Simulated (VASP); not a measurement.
# Zr3PdSe4 (P-6m2) in VASP: a series of runs

Runs on Zr3PdSe4. Level: PBE. Tasks: single point, relaxation of cell and atoms.

Program: VASP 6.6.1. These are calculated values, not measurements. Logs are shortened: lines on timing, memory, paths and dates and some standing lists are left out, and cuts for length are marked.

## (1) The cell of the first run

Symmetry: P-6m2, No. 187, hexagonal system. Conventional cell: a = 7.163 Å, b = 7.163 Å, c = 3.659 Å, α = 90.00°, β = 90.00°, γ = 120.00°. Zr (site symmetry mm2) has 6 Se at 2.72 to 2.86 Å and 6 Zr at 3.34 to 3.82 Å and 2 Pd at 3.58 Å within 3.9 Å. Within 3.7 Å of Pd (site symmetry -6m2) lie 6 Se at 2.74 Å and 6 Zr at 3.58 Å and 2 Pd at 3.66 Å. Within 3.7 Å of Se (site symmetry mm2) lie 4 Zr at 2.72 Å and 2 Pd at 2.74 Å and 8 Se at 3.54 to 3.66 Å. Se (site symmetry -6m2) has 6 Zr at 2.86 Å and 8 Se at 3.58 to 3.66 Å within 3.8 Å.

## (2) Single point, PBE

Input file INCAR:

```
PREC = Accurate
ENCUT = 520
EDIFF = 1E-7
ISMEAR = 0
SIGMA = 0.15
LREAL = False
LASPH = True
NELM = 60
ALGO = Normal
ISIF = 2
LWAVE = False
LCHARG = True
GGA = PE
LELF = True
LVHAR = True
NBANDS = 45
```

Input file KPOINTS:

```
Automatic mesh
0
Gamma
  2 2 3
```

Input file POSCAR:

```
Zr3PdSe4
1.0
    7.1627893102      0.0000000000      0.0000000000
   -3.5813946551      6.2031575046      0.0000000000
    0.0000000000      0.0000000000      3.6588650353
Zr Pd Se
3 1 4
Direct
    0.0220256975      0.5110128487      0.0000000000
    0.4889871513     -0.0220256975      0.0000000000
    0.4889871513      0.5110128487      0.0000000000
    0.0000000000      0.0000000000      0.0000000000
    0.1647913728      0.8352086272      0.5000000000
    0.1647913728      0.3295827455      0.5000000000
    0.6666666667      0.3333333333      0.5000000000
    0.6704172545      0.8352086272      0.5000000000
```

Potentials or basis: VASP PAW PBE potentials, release 64 (Zr_sv, Pd, Se).

The run is started by

```bash
cat potpaw_PBE.64/Zr_sv/POTCAR potpaw_PBE.64/Pd/POTCAR potpaw_PBE.64/Se/POTCAR > POTCAR
mpirun -np 1 vasp_std > vasp.out
```

OUTCAR:

```text
PREC = Accurate
   ENCUT = 520
   EDIFF = 1E-7
   ISMEAR = 0
   LREAL = False
   LASPH = True
   NELM = 60
   ISIF = 2
   GGA = PE

 ion  position               nearest neighbor table
   1  0.022  0.511  0.000-   6 2.72   6 2.72   5 2.72   5 2.72   7 2.86   7 2.86   3 3.34   2 3.34
                             4 3.58   4 3.58   3 3.82   2 3.82
   2  0.489  0.978  0.000-   5 2.72   5 2.72   8 2.72   8 2.72   7 2.86   7 2.86   1 3.34   3 3.34
                             4 3.58   4 3.58   3 3.82   1 3.82
   3  0.489  0.511  0.000-   6 2.72   6 2.72   8 2.72   8 2.72   7 2.86   7 2.86   1 3.34   2 3.34
                             4 3.58   4 3.58   1 3.82   2 3.82
   4  0.000  0.000  0.000-   8 2.74   8 2.74   6 2.74   6 2.74   5 2.74   5 2.74   2 3.58   1 3.58
                             3 3.58   3 3.58   2 3.58   1 3.58
   5  0.165  0.835  0.500-   2 2.72   2 2.72   1 2.72   1 2.72   4 2.74   4 2.74
   6  0.165  0.330  0.500-   3 2.72   3 2.72   1 2.72   1 2.72   4 2.74   4 2.74
   7  0.667  0.333  0.500-   1 2.86   1 2.86   3 2.86   3 2.86   2 2.86   2 2.86
   8  0.670  0.835  0.500-   2 2.72   2 2.72   3 2.72   3 2.72   4 2.74   4 2.74

  LATTYP: Found a hexagonal cell.
 ALAT       =     7.1627893102
 C/A-ratio  =     0.5108156721

  Lattice vectors:

 A1 = (   7.1627893102,   0.0000000000,   0.0000000000)
 A2 = (  -3.5813946551,   6.2031575046,   0.0000000000)
 A3 = (   0.0000000000,   0.0000000000,   3.6588650353)

Analysis of symmetry for initial positions (statically):
=====================================================================
 Subroutine PRICEL returns:
 Original cell was already a primitive cell.

 Routine SETGRP: Setting up the symmetry group for a
 hexagonal supercell.

 Subroutine GETGRP returns: Found 12 space group operations
 (whereof 12 operations were pure point group operations)
 out of a pool of 24 trial point group operations.

The static configuration has the point symmetry D_3h.

Analysis of symmetry for dynamics (positions and initial velocities):
=====================================================================
 Subroutine PRICEL returns:
 Original cell was already a primitive cell.

 Routine SETGRP: Setting up the symmetry group for a
 hexagonal supercell.

 Subroutine GETGRP returns: Found 12 space group operations
 (whereof 12 operations were pure point group operations)
 out of a pool of 24 trial point group operations.

The dynamic configuration has the point symmetry D_3h.

 Subroutine INISYM returns: Found 12 space group operations
 (whereof 12 operations are pure point group operations),
 and found     1 'primitive' translations

----------------------------------------------------------------------------------------

                                     Primitive cell

  volume of cell :     162.5704

  direct lattice vectors                    reciprocal lattice vectors
     7.162789310  0.000000000  0.000000000     0.139610417  0.080604112  0.000000000
    -3.581394655  6.203157505  0.000000000     0.000000000  0.161208223  0.000000000
     0.000000000  0.000000000  3.658865035     0.000000000  0.000000000  0.273308797

  length of vectors
     7.162789310  7.162789310  3.658865035     0.161208223  0.161208223  0.273308797

  position of ions in fractional coordinates (direct lattice)
     0.022025697  0.511012849  0.000000000
     0.488987151  0.977974303  0.000000000
     0.488987151  0.511012849  0.000000000
     0.000000000  0.000000000  0.000000000
     0.164791373  0.835208627  0.500000000
     0.164791373  0.329582745  0.500000000
     0.666666667  0.333333333  0.500000000
     0.670417255  0.835208627  0.500000000

  ion indices of the primitive-cell ions
   primitive index   ion index
                 1           1
                 2           2
                 3           3
                 4           4
                 5           5
                 6           6
                 7           7
                 8           8

----------------------------------------------------------------------------------------

 KPOINTS: Automatic mesh

Automatic generation of k-mesh.
 Grid dimensions read from file:
 generate k-points for:    2    2    3

 Generating k-lattice:

  Cartesian coordinates                     Fractional coordinates (reciprocal lattice)
     0.069805208  0.040302056  0.000000000     0.500000000  0.000000000  0.000000000
     0.000000000  0.080604112  0.000000000     0.000000000  0.500000000  0.000000000
     0.000000000  0.000000000  0.091102932     0.000000000  0.000000000  0.333333333

  Length of vectors
     0.080604112  0.080604112  0.091102932

  Shift w.r.t. Gamma in fractional coordinates (k-lattice)
     0.000000000  0.000000000  0.000000000

 Subroutine IBZKPT returns following result:
 ===========================================

 Found      4 irreducible k-points:

 Following reciprocal coordinates:
            Coordinates               Weight
  0.000000  0.000000  0.000000      1.000000
  0.500000  0.000000  0.000000      3.000000
  0.000000  0.000000  0.333333      2.000000
  0.500000  0.000000  0.333333      6.000000
   k-points           NKPTS =      4   k-points in BZ     NKDIM =      4   number of bands    NBANDS=     45
   number of dos      NEDOS =    301   number of ions     NIONS =      8
   total plane-waves  NPLWV =  81648
   dimension x,y,z NGX =    54 NGY =   54 NGZ =   28
   dimension x,y,z NGXF=   108 NGYF=  108 NGZF=   56
   ions per type =               3   1   4
   NGX,Y,Z   is equivalent  to a cutoff of  12.53, 12.53, 12.72 a.u.
   NGXF,Y,Z  is equivalent  to a cutoff of  25.07, 25.07, 25.44 a.u.
 SYSTEM =  unknown system
   PREC   = accura    normal or accurate (medium, high low for compatibility)
   ISTART =      0    job   : 0-new  1-cont  2-samecut
   ICHARG =      2    charge: 1-file 2-atom 10-const
   ISPIN  =      1    spin polarized calculation?
   LNONCOLLINEAR =      F non collinear calculations
   LSORBIT =      F    spin-orbit coupling
   LASPH  =      T    aspherical Exc in radial PAW
   ENCUT  =  520.0 eV  38.22 Ry    6.18 a.u.  13.32 13.32  6.80*2*pi/ulx,y,z
   NELM   =     60;   NELMIN=  2; NELMDL= -5     # of ELM steps
   EDIFF  = 0.1E-06   stopping-criterion for ELM
   LREAL  =      F    real-space projection
   EDIFFG = 0.1E-05   stopping-criterion for IOM
   NSW    =      0    number of steps for IOM
   IBRION =     -1    ionic relax: 0-MD 1-quasi-New 2-CG
   NFREE  =      0    steps in history (QN), initial steepest desc. (CG)
   ISIF   =      2    stress and relaxation
   ISYM   =      2    0-nonsym 1-usesym 2-fastsym
   POTIM  = 0.5000    time-step for ionic-motion
   TEBEG  =    0.0;   TEEND  =   0.0 temperature during run
   PSTRESS=    0.0 pullay stress
   NELECT =      70.0000    total number of electrons
   NUPDOWN=      -1.0000    fix difference up-down
   EMIN   =  10.00;   EMAX   =-10.00  energy-range for DOS
   EFERMI =   0.00;   METHOD = LEGACY
   ISMEAR =     0;   SIGMA  =   0.15  broadening in eV -4-tet -1-fermi 0-gaus
   EFERMI_NEDOS =   21; number of points for ismear=-14 and -15
   IALGO  =     38    algorithm
   IMIX   =      4    mixing-type and parameters
     AMIX     =   0.40;   BMIX     =  1.00
     AMIX_MAG =   1.60;   BMIX_MAG =  1.00
  volume/ion in A,a.u.               =      20.32       137.13
  Fermi-wavevector in a.u.,A,eV,Ry     =   1.236214  2.336106 20.792770  1.528225
  Thomas-Fermi vector in A             =   2.370832
   LORBIT       =      0    0 simple, 1 ext, 2 COOP (PROOUT), +10 PAW based schemes
   GGA     = PE    functional components
   LHFCALC =     F    Hartree Fock is set to
   AEXX    =    0.0000 exact exchange contribution
   IVDW    =     0    specifies the selected vdW correction
   LEPSILON=     F    determine dielectric tensor
   LRPA    =     F    only Hartree local field effects (RPA)
 non-spin polarized calculation
 Gauss-broadening in eV      SIGMA  =   0.15
  energy-cutoff  :      520.00
  volume of cell :      162.57
 maximum number of plane-waves:      4400
 NGX is ok and might be reduce to    54
   NGX = 27   NGY = 27   NGZ = 13

 number of electron      70.0000004 magnetization

 Free energy of the ion-electron system (eV)
  ---------------------------------------------------
  ext. energy  EPLUGINS =         0.00000000
  ---------------------------------------------------
  free energy    TOTEN  =       -53.08237214 eV

  energy without entropy =      -53.03158443  energy(sigma->0) =      -53.05697829

 E-fermi :   8.1843     XC(G=0): -10.9731

 val. band max:        8.1321110360   @ k =   0.5000   0.0000   0.0000
 cond. band min:       8.4501888991   @ k =   0.5000   0.0000   0.3333
 fundamental gap:      0.3180778631
 Fermi energy:         8.1842903231

 k-point     1 :       0.0000    0.0000    0.0000
  band No.  band energies     occupation
      1     -41.4215      2.00000
      2     -41.3964      2.00000
      3     -41.3964      2.00000
      4     -19.6274      2.00000
      5     -19.6274      2.00000
      6     -19.5274      2.00000
[... 37 lines left out ...]
     44      10.9086      0.00000
     45      11.0434      0.00000

 k-point     2 :       0.5000    0.0000    0.0000
  band No.  band energies     occupation
      1     -41.4180      2.00000
      2     -41.3999      2.00000
      3     -41.3964      2.00000
      4     -19.6244      2.00000
      5     -19.6007      2.00000
      6     -19.4927      2.00000
[... 37 lines left out ...]
     44      10.7178      0.00000
     45      11.1437      0.00000

 k-point     3 :       0.0000    0.0000    0.3333
  band No.  band energies     occupation
      1     -41.4135      2.00000
      2     -41.3889      2.00000
      3     -41.3889      2.00000
      4     -19.6391      2.00000
      5     -19.5972      2.00000
      6     -19.5972      2.00000
[... 37 lines left out ...]
     44      11.3005      0.00000
     45      11.3008      0.00000

 k-point     4 :       0.5000    0.0000    0.3333
  band No.  band energies     occupation
      1     -41.4102      2.00000
      2     -41.3923      2.00000
      3     -41.3890      2.00000
      4     -19.6257      2.00000
      5     -19.5951      2.00000
      6     -19.5835      2.00000
[... 37 lines left out ...]
     44      11.1953      0.00000
     45      11.3204      0.00000

------------------------ aborting loop because EDIFF is reached ----------------------------------------

  FORCE on cell =-STRESS in cart. coord.  units (eV):
  Direction    XX          YY          ZZ          XY          YZ          ZX
  --------------------------------------------------------------------------------------
  -------------------------------------------------------------------------------------
  Total        0.1064446      0.1064446      0.0563896      0.0000000      0.0000000     -0.0000000
  in kB        1.0490415      1.0490415      0.5557358      0.0000000      0.0000000     -0.0000000
  external PRESSURE =       0.8846063 kB  Pullay stress =       0.0000000 kB

 VOLUME and BASIS-vectors are now :
 -----------------------------------------------------------------------------
  energy-cutoff  :      520.00
  volume of cell :      162.57
      direct lattice vectors                 reciprocal lattice vectors
     7.162789310  0.000000000  0.000000000     0.139610417  0.080604112  0.000000000
    -3.581394655  6.203157505  0.000000000     0.000000000  0.161208223  0.000000000
     0.000000000  0.000000000  3.658865035     0.000000000  0.000000000  0.273308797

 POSITION                                       TOTAL-FORCE (eV/Angst)
 -----------------------------------------------------------------------------------
     -1.67237      3.16989      0.00000         0.061500      0.035507      0.000000
      0.00000      6.06653      0.00000         0.000000     -0.071014      0.000000
      1.67237      3.16989      0.00000        -0.061500      0.035507      0.000000
      0.00000      0.00000      0.00000        -0.000000      0.000000      0.000000
     -1.81085      5.18093      1.82943         0.051241     -0.029584      0.000000
      0.00000      2.04445      1.82943         0.000000      0.059168     -0.000000
      3.58139      2.06772      1.82943         0.000000      0.000000      0.000000
      1.81085      5.18093      1.82943        -0.051241     -0.029584      0.000000
 -----------------------------------------------------------------------------------
    total drift:                               -0.000002      0.000001      0.000000

  FREE ENERGIE OF THE ION-ELECTRON SYSTEM (eV)
  ---------------------------------------------------
  free  energy   TOTEN  =       -53.0823721381 eV

  energy  without entropy=      -53.0315844322  energy(sigma->0) =      -53.05697829
```

It took 72 s on 1 thread of Intel Xeon Platinum 8488C (Sapphire Rapids), shared host; peak memory 0.27 GiB.

Results:

```yaml
Free_energy: -53.0824 eV
Pressure: 0.1 GPa
Largest_force: 0.071 eV/Å
Band_gap_on_the_k_mesh: zero (bands 35 and 36 overlap by 0.45 eV)
```

Forces in eV/Å, atoms in the order of the input:
```
Zr   0.061  0.036  0.000
Zr   0.000 -0.071  0.000
Zr  -0.061  0.036  0.000
Pd   0.000  0.000  0.000
Se   0.051 -0.030  0.000
Se   0.000  0.059  0.000
Se   0.000  0.000  0.000
Se  -0.051 -0.030  0.000
```

Caveat: the k points lie up to 0.57 Å⁻¹ apart.

## (3) Relaxation of cell and atoms, PBE

This run uses another cell than the first one, of 21.28 Å³/atom.

Input file INCAR:

```
PREC = Accurate ; ENCUT = 600
EDIFF = 1E-6 ; ISMEAR = 0
SIGMA = 0.15 ; LREAL = False
LASPH = True ; NELM = 100
ALGO = Normal ; ISIF = 3
LWAVE = False ; LCHARG = False
GGA = PE ; IBRION = 2
NSW = 36 ; EDIFFG = -0.08
```

Input file KPOINTS:

```
regular mesh
0
Gamma
  2 2 3
```

Input file POSCAR:

```
Zr3PdSe4
1.0
    7.4000000000      0.0000000000      0.0000000000
   -3.7000000000      6.4085879900      0.0000000000
    0.0000000000      0.0000000000      3.5900000000
Zr Pd Se
3 1 4
Direct
    0.0000000000      0.5000000000      0.0000000000
    0.5000000000      0.0000000000      0.0000000000
    0.5000000000      0.5000000000      0.0000000000
    0.0000000000      0.0000000000      0.0000000000
    0.1666667000      0.8333333000      0.5000000000
    0.1666667000      0.3333334000      0.5000000000
    0.6666666700      0.3333333300      0.5000000000
    0.6666666000      0.8333333000      0.5000000000
```

Potentials or basis: VASP PAW PBE potentials, release 64 (Zr_sv, Pd, Se).

The run is started by

```bash
cat potpaw_PBE.64/Zr_sv/POTCAR potpaw_PBE.64/Pd/POTCAR potpaw_PBE.64/Se/POTCAR > POTCAR
mpirun -np 1 vasp_std > vasp.out
```

Run time: 8.2 min. Hardware: 1 thread of Intel Xeon Platinum 8488C (Sapphire Rapids), shared host; peak memory 0.35 GiB.

The run converged. Its results:

* Free energy: -53.0846 eV
* Relaxed volume: 20.39 Å³/atom
* Relaxed cell: a = 7.173 Å, b = 7.173 Å, c = 3.661 Å, α = 90.00°, β = 90.00°, γ = 120.00°
* Space group after relaxing (to 0.1 Å): P-6m2 (No. 187)
* Energy gained by relaxing: 46.4 meV/atom
* Ionic steps: 9
* Pressure after relaxing: -0.1 GPa
* Largest force after relaxing: 0.009 eV/Å
* Band gap on the k mesh: zero (bands 35 and 36 overlap by 0.44 eV)

Forces on the atoms (eV/Å):
```
Zr  -0.007 -0.004  0.000
Zr   0.000  0.008  0.000
Zr   0.007 -0.004  0.000
Pd   0.000  0.000  0.000
Se  -0.008  0.005  0.000
Se   0.000 -0.009  0.000
Se   0.000  0.000  0.000
Se   0.008  0.005  0.000
```

Step by step:
```csv
step,energy change (eV),largest force (eV/Å),pressure (GPa),volume (Å³)
1,0.0000,0.6150,-4.32,170.25
2,-0.1058,0.5294,4.44,156.49
3,-0.1540,0.5825,0.96,161.19
4,-0.2538,0.5721,1.03,160.62
5,-0.3204,0.1309,1.70,159.28
6,-0.3279,0.3062,1.43,159.68
7,-0.3510,0.2324,-1.45,164.53
8,-0.3540,0.2520,-0.75,163.27
9,-0.3714,0.0091,-0.07,163.16
```

Final structure:
```
Zr Pd Se
1.0
     7.17338    0.00000    0.00000
    -3.58669    6.21233    0.00000
     0.00000    0.00000    3.66122
Zr Pd Se
3 1 4
Cartesian
  -1.6672 3.1790 0.0000
  0.0000 6.0666 0.0000
  1.6672 3.1790 3.6612
  0.0000 0.0000 0.0000
  -1.8080 5.1854 1.8306
  0.0000 2.0538 1.8306
  3.5867 2.0708 1.8306
  1.8080 5.1854 1.8306
```

Levels at points of the mesh, in eV from the Fermi level:
```tsv
k point	band 31	band 32	band 33	band 34	band 35	band 36	band 37	band 38	band 39	band 40
(0.00, 0.00, 0.00)	-2.30	-1.95	-1.62	-1.62	-0.11	-0.11	0.94	1.03	1.70	1.70
(0.50, 0.00, 0.00)	-1.68	-1.57	-1.47	-1.41	-0.08	-0.06	0.71	0.75	1.21	1.56
```

Caveat: the k points lie up to 0.57 Å⁻¹ apart in the final cell.

## (4) Single point, PBE

This run uses another cell than the first one, of 20.28 Å³/atom.

Input file INCAR:

```
SYSTEM = Zr3PdSe4
ALGO = Normal
EDIFF = 1E-6
ENCUT = 520
GGA = PE
ISIF = 2
ISMEAR = 0
LASPH = .TRUE.
LCHARG = .FALSE.
LREAL = .FALSE.
LWAVE = .FALSE.
NBANDS = 45
NELM = 100
PREC = Accurate
SIGMA = 0.1
```

Input file KPOINTS:

```
k-points
0
G
  6 6 8
  0 0 0
```

Input file POSCAR:

```
Zr3PdSe4
1.0
    7.1625529310      0.0000000000      0.0000000000
   -3.5812764655      6.2029527942      0.0000000000
    0.0000000000      0.0000000000      3.6512908977
Zr Pd Se
3 1 4
Direct
    0.0192868837      0.5096434418      0.0000000000
    0.4903565582      0.9807131163      0.0000000000
    0.4903565582      0.5096434418      0.0000000000
    0.0000000000      0.0000000000      0.0000000000
    0.1663053885      0.8336946115      0.5000000000
    0.1663053885      0.3326107769      0.5000000000
    0.6666666667      0.3333333333      0.5000000000
    0.6673892231      0.8336946115      0.5000000000
```

The run is started by

```bash
cat potpaw_PBE.64/Zr_sv/POTCAR potpaw_PBE.64/Pd/POTCAR potpaw_PBE.64/Se/POTCAR > POTCAR
mpirun -np 1 vasp_std > vasp.out
```

It took 8.3 min on 1 thread of Intel Xeon Platinum 8488C (Sapphire Rapids), shared host; peak memory 0.41 GiB.

Results (log left out):

```yaml
Free_energy: -53.2064 eV
Pressure: 0.1 GPa
Largest_force: 0.020 eV/Å
Band_gap_on_the_k_mesh: zero (bands 35 and 36 overlap by 0.43 eV)
```

Forces in eV/Å, atoms in the order of the input:
```
Zr  -0.005 -0.003  0.000
Zr   0.000  0.005  0.000
Zr   0.005 -0.003  0.000
Pd   0.000  0.000  0.000
Se  -0.017  0.010  0.000
Se   0.000 -0.020  0.000
Se   0.000  0.000  0.000
Se   0.017  0.010  0.000
```

Levels at points of the mesh, in eV from the Fermi level:
| k point | band 32 | band 33 | band 34 | band 35 | band 36 | band 37 | band 38 | band 39 |
| --- | --- | --- | --- | --- | --- | --- | --- | --- |
| (0.00, 0.00, 0.00) | -2.07 | -1.63 | -1.63 | -0.13 | -0.13 | 0.97 | 0.98 | 1.61 |
| (0.50, 0.00, 0.00) | -1.66 | -1.52 | -1.45 | -0.12 | -0.06 | 0.64 | 0.72 | 1.20 |
| (0.00, 0.00, 0.50) | -0.65 | -0.65 | -0.50 | -0.18 | -0.18 | 1.37 | 1.37 | 1.78 |
| (0.50, 0.00, 0.50) | -1.00 | -0.96 | -0.76 | -0.11 | -0.01 | 1.05 | 1.21 | 1.82 |

## (5) Summary

```tsv
task	cell	k mesh	cutoff (eV)	smearing	gap on the mesh (eV)	pressure (GPa)	largest force (eV/Å)
single point	a = 7.163, b = 7.163, c = 3.659 Å, angles 90.0, 90.0, 120.0°, 8 atoms, atomic positions A	2 × 2 × 3	520	gaussian 0.15 eV	none	0.1	0.07
relaxation of cell and atoms	relaxed from a = 7.400, b = 7.400, c = 3.590 Å, angles 90.0, 90.0, 120.0°, 8 atoms, atomic positions B	2 × 2 × 3	600	gaussian 0.15 eV	none	-0.1	0.01
single point	a = 7.163, b = 7.163, c = 3.651 Å, angles 90.0, 90.0, 120.0°, 8 atoms, atomic positions C	6 × 6 × 8	520	gaussian 0.1 eV	none	0.1	0.02
```

Alike in all rows: level PBE; potentials or basis VASP PAW PBE potentials, release 64 (Zr_sv, Pd, Se); no spin polarisation.

Caveats: some runs use coarse meshes.

Total energies depend on the potentials used, so only differences within one code and one set of settings carry meaning.

The gap in the log of VASP goes by the Fermi energy; the results here count the filled bands.